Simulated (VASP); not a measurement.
SiCl, 4 atoms in the cell. It takes space group Fd-3m (No. 227, cubic). The conventional cell has a = 6.656 Å, b = 6.656 Å, c = 6.656 Å, α = 90.00°, β = 90.00°, γ = 90.00°. Within 3.8 Å of Si (site symmetry -43m) lie 4 Si at 2.88 Å and 10 Cl at 2.88 to 3.33 Å. Cl (site symmetry -43m) has 10 Si at 2.88 to 3.33 Å and 4 Cl at 2.88 Å within 3.8 Å. 

| Property | Result |
| --- | --- |
| Program | VASP 6.6.1 |
| Task | relaxation of cell and atoms |
| Functional | PBE |
| Potentials or basis | VASP PAW PBE potentials, release 64 (Si, Cl) |
| Cutoff | 600 eV |
| k mesh | 12 × 12 × 12 |
| Occupations | gaussian, width 0.1 eV |
| Spin | no spin polarisation |
| Dipole correction | no |
| Further INCAR settings | ALGO = Normal; EDIFF = 1e-06; IBRION = 2; EDIFFG = -0.01; NSW = 100; ISIF = 3 |

Potentials or basis: VASP PAW PBE potentials, release 64 (Si, Cl).

The run is started by

```sh
$ cat potpaw_PBE.64/Si/POTCAR potpaw_PBE.64/Cl/POTCAR > POTCAR
$ mpirun -np 1 vasp_std > vasp.out
```

Hardware: 1 thread of AMD EPYC 9R45 96-Core Processor (Zen 5) (shared host).

Question: Estimate the wall time of this run.

Answer: It took 110 s on 1 thread of AMD EPYC 9R45 96-Core Processor (Zen 5), on a shared host, peak memory 0.25 GiB. Counts: scf iterations 19, k points 72, ion steps 2.
